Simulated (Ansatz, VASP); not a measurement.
# Be: VASP beside Ansatz

```
Be
1.0
     2.14335    0.00000    0.00000
    -1.07167    1.85620    0.00000
     0.00000    0.00000    2.46292
Be
1
Cartesian
  0.0000 0.0000 0.0000
```

Alike in both runs: functional PBE; k mesh 20 × 20 × 18; occupations fermi-dirac, width 0.05 eV; no spin polarisation.

Ansatz relaxed the structure, and its values are those at the end. VASP's run is a single point on that final structure, the one shown.

|  | VASP | Ansatz |
| --- | --- | --- |
| version | VASP 6.6.1 | Ansatz 0.2.0 |
| potentials or method | VASP PAW PBE potentials, release 64 (Be) | PAW with Ansatz's default frozen-core files, scalar-relativistic |
| plane-wave cutoff (eV) | 520 | 420 |
| valence electrons in the cell | 2 | 2 |

|  | VASP | Ansatz | Ansatz less VASP |
| --- | --- | --- | --- |
| pressure (GPa) | 0.1 | 0.0 | -0.12 |
